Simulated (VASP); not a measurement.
A run of VASP 6.6.1 is set up as follows.

INCAR

```
SYSTEM = Pt
  ALGO = Normal
  EDIFF = 1E-6
  EDIFFG = -0.005
  ENCUT = 600
  GGA = PE
  IBRION = 2
  ISIF = 3
  ISMEAR = -1
  LASPH = .True.
  LCHARG = .False.
  LREAL = .False.
  LWAVE = .False.
  NELM = 100
  NSW = 45
  PREC = Accurate
  SIGMA = 0.05
```

KPOINTS

```
k-points
0
Gamma
  18 18 18
  0 0 0
```

File POSCAR:

```
Pt
1.0
   -1.5814887548      1.5814887548      1.5814887548
    1.5814887548     -1.5814887548      1.5814887548
    1.5814887548      1.5814887548     -1.5814887548
Pt
1
Direct
    0.0000000000      0.0000000000      0.0000000000
```

Potentials or basis: VASP PAW PBE potentials, release 64 (Pt).

Run with:

```sh
$ cat potpaw_PBE.64/Pt/POTCAR > POTCAR
$ mpirun -np 1 vasp_std > vasp.out
```

Problem. Predict the band gap on the k mesh.

Solution. Zero (bands 5 and 6 overlap by 2.15 eV).

Problem. Estimate the relaxed volume.

Solution. 15.80 Å³/atom.

Problem. Estimate the relaxed cell.

Solution. a = 2.738 Å, b = 2.738 Å, c = 2.738 Å, α = 109.47°, β = 109.47°, γ = 109.47°.

Final structure:
```yaml
crystal:
  lattice:
    - [-1.58064, 1.58064, 1.58064]
    - [1.58064, -1.58064, 1.58064]
    - [1.58064, 1.58064, -1.58064]
  atoms:
    - { symbol: Pt, position: [0.00000, 0.00000, 0.00000] }
```

Caveat: spin-orbit coupling is left out, which moves the levels of the heavy elements.
